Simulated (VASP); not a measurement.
Write the native input for VASP 6.6.1 that does the following.

```
Task                   : single point
Functional             : PBE
Potentials or basis    : VASP PAW PBE potentials, release 64 (Gd, Re)
Cutoff                 : 600 eV
k mesh                 : 8 × 8 × 4
Occupations            : gaussian, width 0.05 eV
Spin                   : collinear spin, antiferromagnetic start
Starting moments       : [7.71, -7.71, 0.0, 0.0, 0.0, 0.0, 0.0, 0.0] μB
Hubbard terms          : Gd f U = 6.0 eV
Dipole correction      : no
Further INCAR settings : ALGO = Normal; EDIFF = 1e-06; NBANDS = 53
```

The structure of GdRe3 lies in POSCAR:

```
GdRe3
1.0
    3.1967214728      0.0000000000      0.0000000000
    0.0000000000      4.6521836422      4.6521836422
    0.0000000000      0.0000000001      9.3043672844
Gd Re
2 6
Direct
    0.0000000000      0.0000000000      0.0000000000
    0.0000000000      0.0000000000      0.5000000000
    0.0000000000      0.5000000000      0.0000000000
    0.5000000000      0.5000000000      0.7500000000
    0.5000000000      0.0000000000      0.2500000000
    0.0000000000      0.5000000000      0.5000000000
    0.5000000000      0.5000000000      0.2500000000
    0.5000000000      0.0000000000      0.7500000000
```

These files were run (other wordings do the same):

INCAR

```
  ALGO = Normal
  EDIFF = 1E-6
  ENCUT = 600
  GGA = PE
  GGA_COMPAT = F
  ISIF = 2
  ISMEAR = 0
  ISPIN = 2
  KPAR = 4
  LASPH = T
  LCHARG = F
  LDAU = T
  LDAUJ = 0 0
  LDAUL = 3 -1
  LDAUPRINT = 1
  LDAUTYPE = 2
  LDAUU = 6 0
  LMAXMIX = 6
  LORBIT = 11
  LREAL = F
  LWAVE = F
  MAGMOM = 7.71 -7.71 0 0 0 0 0 0
  NBANDS = 53
  NELM = 200
  PREC = Accurate
  SIGMA = 0.05
```

KPOINTS

```
k-points
0
Gamma
  8 8 4
```

Potentials or basis: VASP PAW PBE potentials, release 64 (Gd, Re).

Run with:

```bash
$ cat potpaw_PBE.64/Gd/POTCAR potpaw_PBE.64/Re/POTCAR > POTCAR
$ mpirun -np 4 vasp_std > vasp.out
```

It gave:

- Pressure: -0.2 GPa
- Band gap on the k mesh: zero (filled and empty bands overlap)
- Net moment: 0.00 μB per cell
- Site moments: Gd +6.89, -6.89; Re +0.00 μB
- Valence electrons inside the program's atomic spheres: Gd 15.55; Re 5.71, 5.85 (each value once)

Caveat: spin-orbit coupling is left out, which moves the levels of the heavy elements.

It took 70 min on 4 MPI ranks on AMD EPYC 7R13 Processor (Zen 3), on a shared host, peak memory 0.86 GiB a rank.
